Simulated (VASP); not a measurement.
# CdI2 in VASP: notebook, part 2 of 2

VASP 6.6.1. Earlier steps stand in the parts before.

### Step 3. Band structure, LDA, non-collinear spin, zero start, spin-orbit coupling

INCAR reads:

```
SYSTEM = CdI2
GGA = CA ; LSORBIT = .True.
MAGMOM = 0 0 0 0 0 0 0 0 0 ; LORBIT = 11
LDIPOL = .True. ; IDIPOL = 3
DIPOL = 0.5 0.5 0.500 ; ISMEAR = 0
SIGMA = 0.03 ; LWAVE = .False.
LCHARG = .False. ; NBANDS = 72
PREC = Accurate ; LASPH = .True.
LREAL = .False. ; ALGO = Normal
EDIFF = 1E-7 ; NELM = 200
GGA_COMPAT = .False. ; ENCUT = 550
EFERMI = MIDGAP ; NELMDL = -8
KPAR = 8
```

KPOINTS reads:

```
Automatic mesh
0
Gamma
  13 13 1
  0 0 0
```

KPOINTS_OPT reads:

```
path GMKGALHA,LM,KH
32
line-mode
reciprocal
 0.0000000000  0.0000000000  0.0000000000  G
 0.5000000000  0.5000000000  0.0000000000  M

 0.5000000000  0.5000000000  0.0000000000  M
 0.3333333333  0.0000000000  0.0000000000  K

 0.3333333333  0.0000000000  0.0000000000  K
 0.0000000000  0.0000000000  0.0000000000  G

 0.0000000000  0.0000000000  0.0000000000  G
 0.0000000000  0.0000000000 -0.5000000000  A

 0.0000000000  0.0000000000 -0.5000000000  A
 0.5000000000  0.5000000000 -0.5000000000  L

 0.5000000000  0.5000000000 -0.5000000000  L
 0.3333333333  0.0000000000 -0.5000000000  H

 0.3333333333  0.0000000000 -0.5000000000  H
 0.0000000000  0.0000000000 -0.5000000000  A

 0.5000000000  0.5000000000 -0.5000000000  L
 0.5000000000  0.5000000000  0.0000000000  M

 0.3333333333  0.0000000000  0.0000000000  K
 0.3333333333  0.0000000000 -0.5000000000  H
```

POSCAR reads:

```
CdI2
1.0
    4.2440000000      0.0000000000      0.0000000000
    6.3660000000      3.6754118137      0.0000000000
    0.0000000000      0.0000000000     19.4185256000
I Cd
2 1
Direct
    0.0000000000      1.0000000000      0.4119777250
    0.0000000002      0.3333333332      0.5880222750
    0.0000000001      0.6666666666      0.5000000000
```

Potentials or basis: VASP PAW LDA potentials, release 64 (I, Cd).

Command:

```bash
$ cat potpaw_LDA.64/I/POTCAR potpaw_LDA.64/Cd/POTCAR > POTCAR
$ mpirun -np 8 vasp_ncl > vasp.out
```

OUTCAR:

```text
SYSTEM = CdI2
   GGA = CA
   LSORBIT = .True.
   LORBIT = 11
   ISMEAR = 0
   PREC = Accurate
   LASPH = .True.
   LREAL = .False.
   EDIFF = 1E-7
   NELM = 200
   ENCUT = 550
   EFERMI = MIDGAP
   NELMDL = -8

 ion  position               nearest neighbor table
   1  0.000  0.000  0.412-   3 2.99   3 2.99   3 2.99
   2  0.000  0.333  0.588-   3 2.99   3 2.99   3 2.99
   3  0.000  0.667  0.500-   1 2.99   2 2.99   2 2.99   1 2.99   1 2.99   2 2.99

  LATTYP: Found a hexagonal cell.
 ALAT       =     4.2440000000
 C/A-ratio  =     4.5755244109

  Lattice vectors:

 A1 = (  -2.1220000000,   3.6754118137,   0.0000000000)
 A2 = (  -2.1220000000,  -3.6754118137,   0.0000000000)
 A3 = (   0.0000000000,   0.0000000000,  19.4185256000)

Analysis of symmetry for initial positions (statically):
=====================================================================
 Subroutine PRICEL returns:
 Original cell was already a primitive cell.

 Routine SETGRP: Setting up the symmetry group for a
 hexagonal supercell.

 Subroutine GETGRP returns: Found 12 space group operations
[... 1117 lines left out ...]
    -0.0000087     0.0000022    -0.0000113     0.0000000    -0.0000087
    -0.0000338    -0.0000087     0.0000000    -0.0000087     0.0000000
 l=   3
     0.0000000     0.0000000     0.0000000     0.0000000     0.0000000     0.0000000     0.0000000
     0.0000000     0.0000000     0.0000000     0.0000000     0.0000000     0.0000000     0.0000000
     0.0000000     0.0000000     0.0000000     0.0000000     0.0000000     0.0000000     0.0000000
     0.0000000     0.0000000     0.0000000     0.0000000     0.0000000     0.0000000     0.0000000
[... 29 lines left out ...]
 l=   2
     0.0000000    -0.0014570     0.0000000    -0.0014570    -0.0058059
    -0.0014570     0.0000000    -0.0043557    -0.0014832    -0.0014570
     0.0000000    -0.0043557     0.0000000    -0.0043557     0.0000000
    -0.0014570    -0.0014832    -0.0043557     0.0000000    -0.0014570
    -0.0058059    -0.0014570     0.0000000    -0.0014570     0.0000000
 l=   3
     0.0000000     0.0000000     0.0000000     0.0000000     0.0000000     0.0000000     0.0000000
     0.0000000     0.0000000     0.0000000     0.0000000     0.0000000     0.0000000     0.0000000
     0.0000000     0.0000000     0.0000000     0.0000000     0.0000000     0.0000000     0.0000000
     0.0000000     0.0000000     0.0000000     0.0000000     0.0000000     0.0000000     0.0000000
     0.0000000     0.0000000     0.0000000     0.0000000     0.0000000     0.0000000     0.0000000
     0.0000000     0.0000000     0.0000000     0.0000000     0.0000000     0.0000000     0.0000000
     0.0000000     0.0000000     0.0000000     0.0000000     0.0000000     0.0000000     0.0000000

 total charge

# of ion       s       p       d       tot
------------------------------------------
    1        1.519   2.760   0.014   4.292
    2        1.519   2.760   0.014   4.292
    3        0.405   0.250   9.564  10.218
--------------------------------------------------
tot          3.443   5.769   9.591  18.803

 magnetization (x)

# of ion       s       p       d       tot
------------------------------------------
    1        0.000   0.000   0.000   0.000
    2        0.000   0.000   0.000   0.000
    3       -0.000   0.000   0.000  -0.000
--------------------------------------------------
tot          0.000   0.000   0.000   0.000

 magnetization (y)

# of ion       s       p       d       tot
------------------------------------------
    1        0.000  -0.000  -0.000  -0.000
    2       -0.000   0.000  -0.000   0.000
    3        0.000   0.000   0.000   0.000
--------------------------------------------------
tot          0.000   0.000  -0.000  -0.000

 magnetization (z)

# of ion       s       p       d       tot
------------------------------------------
    1       -0.000   0.000   0.000   0.000
    2       -0.000   0.000   0.000   0.000
    3        0.000   0.000   0.000   0.000
--------------------------------------------------
tot         -0.000   0.000   0.000   0.000
```

OSZICAR:

```text
N       E                     dE             d eps       ncg     rms          rms(c)
DAV:   1     0.173094376021E+03    0.17309E+03   -0.86149E+03  3024   0.555E+02
DAV:   2     0.854649342319E+01   -0.16455E+03   -0.15360E+03  3784   0.140E+02
DAV:   3    -0.719148553117E+01   -0.15738E+02   -0.15553E+02  3744   0.408E+01
DAV:   4    -0.766323345009E+01   -0.47175E+00   -0.47150E+00  3712   0.671E+00
DAV:   5    -0.767226217130E+01   -0.90287E-02   -0.90285E-02  4064   0.109E+00
DAV:   6    -0.767249282524E+01   -0.23065E-03   -0.23065E-03  3752   0.144E-01
DAV:   7    -0.767250236412E+01   -0.95389E-05   -0.95388E-05  4240   0.266E-02
DAV:   8    -0.767250249321E+01   -0.12909E-06   -0.12882E-06  3560   0.262E-03    0.790E+00
DAV:   9    -0.738096486176E+01    0.29154E+00   -0.26789E-01  3408   0.434E+00    0.601E+00
DAV:  10    -0.735319594504E+01    0.27769E-01   -0.10604E-01  3520   0.125E+00    0.336E+00
[... 143 further cycles ...]
DAV:   1     0.406622201394E+04   -0.13295E+05     2160
DAV:   2     0.166961959734E+04   -0.23966E+04     2536
DAV:   3     0.146390690792E+04   -0.20571E+03     2768
DAV:   4     0.145752491844E+04   -0.63820E+01     2480
DAV:   5     0.145739889335E+04   -0.12603E+00     2616
DAV:   6     0.145739444509E+04   -0.44483E-02     2536
DAV:   7     0.145739421186E+04   -0.23323E-03     2776
DAV:   8     0.145739420783E+04   -0.40311E-05     2400
DAV:   9     0.145739420757E+04   -0.25458E-06     1912
DAV:  10     0.145739420756E+04   -0.11573E-07     1480
```

stdout:

```text
POSCAR found type information on POSCAR I Cd
 POSCAR found :  2 types and       3 ions
 scaLAPACK will be used
 -----------------------------------------------------------------------------
|                                                                             |
|           W    W    AA    RRRRR   N    N  II  N    N   GGGG   !!!           |
|           W    W   A  A   R    R  NN   N  II  NN   N  G    G  !!!           |
|           W    W  A    A  R    R  N N  N  II  N N  N  G       !!!           |
[... 24 lines left out ...]
k-point batch [22-42\288]
k-point batch [43-63\288]
k-point batch [64-84\288]
k-point batch [85-105\288]
k-point batch [106-126\288]
k-point batch [127-147\288]
k-point batch [148-168\288]
k-point batch [169-189\288]
k-point batch [190-210\288]
k-point batch [211-231\288]
k-point batch [232-252\288]
k-point batch [253-273\288]
k-point batch [274-288\288]
```

It took 39 min on 8 MPI ranks of Intel Xeon Platinum 8488C (Sapphire Rapids), shared host; peak memory 2 GiB.

Results:

```
Free energy                                           : -7.3487 eV
Largest force                                         : 0.242 eV/Å
Net moment                                            : 0.00 μB per cell
Valence electrons inside the program's atomic spheres : I 4.29; Cd 10.22
```

Forces in eV/Å, atoms in the order of the input:
```
I    0.000  0.000  0.242
I    0.000  0.000 -0.242
Cd   0.000  0.000  0.000
```

Moments on the atoms (μB; x, y, z):
```
I   0.00 0.00 0.00
I   0.00 0.00 0.00
Cd  0.00 0.00 0.00
```
